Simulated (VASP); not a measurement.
Wanted: the native input for a VASP 6.6.1 run.

```
Task                   : relaxation of cell and atoms
Functional             : PBE
Dispersion             : D3(BJ)
Potentials or basis    : VASP PAW PBE potentials, release 64 (Ti_sv, Se)
Cutoff                 : 500 eV
k mesh                 : 15 × 15 × 8
Occupations            : gaussian, width 0.1 eV
Spin                   : no spin polarisation
Dipole correction      : no
Further INCAR settings : ALGO = Normal; EDIFF = 1e-07; IBRION = 2; EDIFFG = -0.003; NSW = 50; ISIF = 3
```

The structure of TiSe2 (ae) lies in POSCAR:

```
TiSe2
1.0
    3.4950714083      0.0000000000      0.0000000000
   -1.7475357041      3.0268206276      0.0000000000
    0.0000000000      0.0000000000      5.8946076265
Ti Se
1 2
Direct
    0.0000000000      0.0000000000      0.0000000000
    0.3333333333      0.6666666667      0.2646523612
    0.6666666667      0.3333333333      0.7353476388
```

The input as run:

INCAR

```
PREC     = Accurate       # precision mode
ENCUT    = 500            # plane-wave cutoff, eV
EDIFF    = 1E-7           # SCF threshold, eV
ISMEAR   = 0              # smearing method
SIGMA    = 0.1            # smearing width, eV
LREAL    = False          # projectors in reciprocal space
LASPH    = True           # aspherical terms in the spheres
NELM     = 120            # most SCF steps
ALGO     = Normal         # electronic algorithm
ISIF     = 3              # what is computed and relaxed
LWAVE    = False          # write WAVECAR
LCHARG   = False          # write CHGCAR
GGA      = PE             # functional
IVDW     = 12             # dispersion correction
IBRION   = 2              # ionic algorithm
NSW      = 50             # ionic steps
EDIFFG   = -0.003         # ionic threshold
GGA_COMPAT= False        
NELMIN   = 4
```

KPOINTS

```
regular mesh
0
Gamma
  15 15 8
```

Potentials or basis: VASP PAW PBE potentials, release 64 (Ti_sv, Se).

Launch:

```sh
$ cat potpaw_PBE.64/Ti_sv/POTCAR potpaw_PBE.64/Se/POTCAR > POTCAR
$ mpirun -np 1 vasp_std > vasp.out
```

Results of the run:

The relaxed volume is 20.55 Å³/atom, the relaxed cell is a = 3.482 Å, b = 3.482 Å, c = 5.872 Å, α = 90.00°, β = 90.00°, γ = 120.00° and the space group after relaxing (to 0.05 Å) is P-3m1 (No. 164). The energy gained by relaxing is 0.7 meV/atom and the ionic steps are 11. The pressure after relaxing is 0.0 GPa. The band gap on the k mesh is zero (band 12 reaches 5.88 eV, above the bottom of band 13 at 5.14 eV) and the dispersion energy per atom is -0.450 eV.

Caveat: pairwise dispersion overbinds metals, which lowers pressure and volume.

It took 12 min on 1 thread of AMD EPYC 9R45 96-Core Processor (Zen 5), with other jobs on the host, peak memory 0.32 GiB.
